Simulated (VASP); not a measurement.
# Co (P6_3/mmc) in VASP: relaxation of cell and atoms with LDA

Aim: the relaxation of cell and atoms of Co with LDA.

Everything below comes from runs of VASP 6.6.1. Logs are shortened: lines on timing, memory, paths and dates and some standing lists are left out, and cuts for length are marked.

### 1 The cell of the first run

Symmetry: P6_3/mmc, No. 194, hexagonal system. Conventional cell: a = 2.430 Å, b = 2.430 Å, c = 3.916 Å, α = 90.00°, β = 90.00°, γ = 120.00°. Within 3.2 Å of Co (site symmetry -6m2) lie 12 Co at 2.41 to 2.43 Å.

### 2 Relaxation of cell and atoms, LDA, collinear spin, ferromagnetic start

Contents of INCAR:

```
SYSTEM = Co
ALGO = Normal
EDIFF = 1E-7
EDIFFG = -0.01
ENCUT = 600
IBRION = 2
ISIF = 3
ISMEAR = 0
ISPIN = 2
LASPH = .True.
LCHARG = .False.
LMAXMIX = 4
LORBIT = 11
LREAL = .False.
LWAVE = .False.
MAGMOM = 1.72 1.72
NELM = 150
NSW = 50
PREC = Accurate
SIGMA = 0.05
```

Contents of KPOINTS:

```
k-points
0
Gamma
  20 20 12
  0 0 0
```

Contents of POSCAR:

```
Co
1.0
    2.4298230883      0.0000000000      0.0000000000
   -1.2149115442      2.1042885212      0.0000000000
    0.0000000000      0.0000000000      3.9159492670
Co
2
Direct
    0.3333333333      0.6666666667      0.7500000000
    0.6666666667      0.3333333333      0.2500000000
```

Potentials or basis: VASP PAW LDA potentials, release 64 (Co).

Command:

```
cat potpaw_LDA.64/Co/POTCAR > POTCAR
mpirun -np 1 vasp_std > vasp.out
```

OUTCAR:

```text
SYSTEM = Co
   EDIFF = 1E-7
   EDIFFG = -0.01
   ENCUT = 600
   IBRION = 2
   ISIF = 3
   ISMEAR = 0
   ISPIN = 2
   LASPH = .True.
   LORBIT = 11
   LREAL = .False.
   NELM = 150
   NSW = 50
   PREC = Accurate

 ion  position               nearest neighbor table
   1  0.333  0.667  0.750-   2 2.41   2 2.41   2 2.41   2 2.41   2 2.41   2 2.41
   2  0.667  0.333  0.250-   1 2.41   1 2.41   1 2.41   1 2.41   1 2.41   1 2.41

  LATTYP: Found a hexagonal cell.
 ALAT       =     2.4298230883
 C/A-ratio  =     1.6116190869

  Lattice vectors:

 A1 = (   2.4298230883,   0.0000000000,   0.0000000000)
 A2 = (  -1.2149115442,   2.1042885212,   0.0000000000)
 A3 = (   0.0000000000,   0.0000000000,   3.9159492670)

Analysis of symmetry for initial positions (statically):
=====================================================================
 Subroutine PRICEL returns:
 Original cell was already a primitive cell.

 Routine SETGRP: Setting up the symmetry group for a
 hexagonal supercell.

 Subroutine GETGRP returns: Found 24 space group operations
 (whereof 12 operations were pure point group operations)
 out of a pool of 24 trial point group operations.

The static configuration has the point symmetry D_3d.
 The point group associated with its full space group is D_6h.

Analysis of symmetry for dynamics (positions and initial velocities):
=====================================================================
 Subroutine PRICEL returns:
 Original cell was already a primitive cell.

 Routine SETGRP: Setting up the symmetry group for a
 hexagonal supercell.

 Subroutine GETGRP returns: Found 24 space group operations
 (whereof 12 operations were pure point group operations)
 out of a pool of 24 trial point group operations.

The dynamic configuration has the point symmetry D_3d.
 The point group associated with its full space group is D_6h.

Analysis of structural, dynamic, and magnetic symmetry:
=====================================================================
 Subroutine PRICEL returns:
 Original cell was already a primitive cell.

 Routine SETGRP: Setting up the symmetry group for a
 hexagonal supercell.

 Subroutine GETGRP returns: Found 24 space group operations
 (whereof 12 operations were pure point group operations)
 out of a pool of 24 trial point group operations.

The overall configuration has the point symmetry D_3d.
 The point group associated with its full space group is D_6h.

 Subroutine INISYM returns: Found 24 space group operations
 (whereof 12 operations are pure point group operations),
 and found     1 'primitive' translations

----------------------------------------------------------------------------------------

                                     Primitive cell

  volume of cell :      20.0224

  direct lattice vectors                    reciprocal lattice vectors
     2.429823088  0.000000000  0.000000000     0.411552596  0.237610002  0.000000000
[... 127 lines left out ...]

 number of electron      18.0000005 magnetization       2.9833574

 Free energy of the ion-electron system (eV)
  ---------------------------------------------------
  ext. energy  EPLUGINS =         0.00000000
  ---------------------------------------------------
  free energy    TOTEN  =       -16.25209584 eV

  energy without entropy =      -16.25024468  energy(sigma->0) =      -16.25117026

------------------------ aborting loop because EDIFF is reached ----------------------------------------

  FORCE on cell =-STRESS in cart. coord.  units (eV):
  Direction    XX          YY          ZZ          XY          YZ          ZX
  --------------------------------------------------------------------------------------
  -------------------------------------------------------------------------------------
  Total       -0.1592874     -0.1592874     -0.1655785      0.0000000      0.0000000      0.0000000
  in kB      -12.7460320    -12.7460320    -13.2494403      0.0000000      0.0000000      0.0000000
  external PRESSURE =     -12.9138347 kB  Pullay stress =       0.0000000 kB
[... 59 lines left out ...]
--------------------------------------- Ionic step        3  -------------------------------------------

 number of electron      18.0000005 magnetization       2.9745417

 Free energy of the ion-electron system (eV)
  ---------------------------------------------------
  ext. energy  EPLUGINS =         0.00000000
  ---------------------------------------------------
  free energy    TOTEN  =       -16.25247708 eV

  energy without entropy =      -16.25063051  energy(sigma->0) =      -16.25155379

 E-fermi :  11.1575     XC(G=0): -14.2445

 val. band max:       11.1558699737   @ k =   0.2000   0.1500   0.3333
 cond. band min:      11.1655253825   @ k =   0.3500   0.2000   0.4167
 fundamental gap:      0.0096554088
 Fermi energy:        11.1575356056

 spin component 1

 k-point     1 :       0.0000    0.0000    0.0000
  band No.  band energies     occupation
      1       1.7661      1.00000
      2       5.7035      1.00000
      3       8.6014      1.00000
      4       8.6106      1.00000
      5       8.6106      1.00000
      6       8.9820      1.00000
      7       8.9820      1.00000
      8       9.3793      1.00000
      9       9.3793      1.00000
     10      10.6718      1.00000
     11      10.6718      1.00000
     12      11.1085      0.91733
     13      18.4682      0.00000
     14      33.8247      0.00000
[... 403 lines left out ...]
      4       7.6207      1.00000
      5       8.5211      1.00000
      6       8.7017      1.00000
      7       9.0514      1.00000
      8       9.7724      1.00000
      9      10.1774      1.00000
     10      10.6291      1.00000
     11      10.8502      1.00000
     12      17.6512      0.00000
     13      19.1249      0.00000
     14      22.8281      0.00000
     15      26.5633      0.00000

 [... further k-points ...]

 spin component 2

 k-point     1 :       0.0000    0.0000    0.0000
  band No.  band energies     occupation
      1       1.9535      1.00000
      2       6.5697      1.00000
      3       9.9740      1.00000
      4       9.9740      1.00000
      5       9.9770      1.00000
      6      10.3909      1.00000
      7      10.3909      1.00000
      8      10.8396      1.00000
      9      10.8396      1.00000
     10      11.2843      0.00017
     11      12.2303      0.00000
     12      12.2303      0.00000
     13      19.4067      0.00000
     14      33.8774      0.00000
[... 444 lines left out ...]
  FREE ENERGIE OF THE ION-ELECTRON SYSTEM (eV)
  ---------------------------------------------------
  free  energy   TOTEN  =       -16.2524770753 eV

  energy  without entropy=      -16.2506305083  energy(sigma->0) =      -16.25155379

 reached required accuracy - stopping structural energy minimisation

 total charge

# of ion       s       p       d       tot
------------------------------------------
    1        0.525   0.593   7.343   8.461
    2        0.525   0.593   7.343   8.461
--------------------------------------------------
tot          1.050   1.187  14.685  16.922

 magnetization (x)

# of ion       s       p       d       tot
------------------------------------------
    1       -0.013  -0.039   1.532   1.480
    2       -0.013  -0.039   1.532   1.480
--------------------------------------------------
tot         -0.027  -0.077   3.063   2.959
```

CONTCAR:

```text
Co
   1.00000000000000
     2.4260326303289870    0.0000000000000901    0.0000000000000000
    -1.2130163152143376    2.1010058883049392    0.0000000000000000
     0.0000000000000000    0.0000000000000000    3.9095992247193885
  Co
     2
Direct
     0.3333333332999970    0.6666666667000030    0.7500000000000000
     0.6666666667000030    0.3333333332999970    0.2500000000000000

  0.00000000E+00  0.00000000E+00  0.00000000E+00
  0.00000000E+00  0.00000000E+00  0.00000000E+00
```

Run time: 5.6 min. Hardware: 1 thread of Intel Xeon Platinum 8488C (Sapphire Rapids), shared host; peak memory 0.27 GiB.

Results:

* Free energy: -16.2525 eV
* Relaxed volume: 9.96 Å³/atom
* Relaxed cell: a = 2.426 Å, b = 2.426 Å, c = 3.910 Å, α = 90.00°, β = 90.00°, γ = 120.00°
* Space group after relaxing (to 0.1 Å): P6_3/mmc (No. 194)
* Energy gained by relaxing: 0.2 meV/atom
* Ionic steps: 3
* Pressure after relaxing: 0.0 GPa
* Net moment: 2.97 μB per cell
* Site moments: Co +1.48 μB
* Valence electrons inside the program's atomic spheres: Co 8.46

The path:
| step | energy change (eV) | largest force (eV/Å) | pressure (GPa) | volume (Å³) |
| --- | --- | --- | --- | --- |
| 1 | 0.0000 | 0.0000 | -1.29 | 20.02 |
| 2 | 0.0004 | 0.0000 | 1.90 | 19.79 |
| 3 | -0.0004 | 0.0000 | 0.00 | 19.93 |

Final structure:
```xyz
2
Lattice="2.4260 0.0000 0.0000 -1.2130 2.1010 0.0000 0.0000 0.0000 3.9096" Properties=species:S:1:pos:R:3 pbc="T T T"
Co    0.0000    1.4007    2.9322
Co    1.2130    0.7003    0.9774
```

Levels at points of the mesh, in eV from the Fermi level:
Spin up:
| k point | band 8 | band 9 | band 10 | band 11 | band 12 | band 13 |
| --- | --- | --- | --- | --- | --- | --- |
| (0.00, 0.00, 0.00) | -1.78 | -1.78 | -0.49 | -0.49 | -0.05 | 7.31 |
| (0.50, 0.00, 0.00) | -0.35 | -0.21 | -0.17 | 1.69 | 3.87 | 10.45 |
| (0.00, 0.00, 0.50) | -2.63 | -0.84 | -0.84 | -0.84 | -0.84 | 16.16 |
| (0.50, 0.00, 0.50) | -0.83 | -0.24 | -0.24 | 1.81 | 1.81 | 8.17 |
Spin down:
```csv
k point,band 3,band 4,band 5,band 6,band 7,band 8,band 9,band 10,band 11,band 12
"(0.00, 0.00, 0.00)",-1.18,-1.18,-1.18,-0.77,-0.77,-0.32,-0.32,0.13,1.07,1.07
"(0.50, 0.00, 0.00)",-3.67,-1.90,-1.38,-1.20,-0.75,1.22,1.38,1.41,2.82,4.79
"(0.00, 0.00, 0.50)",-1.75,-1.75,-1.26,-1.26,-1.26,-1.26,0.69,0.69,0.69,0.69
"(0.50, 0.00, 0.50)",-2.71,-2.71,-0.18,-0.18,0.31,0.31,1.33,1.33,2.49,2.49
```
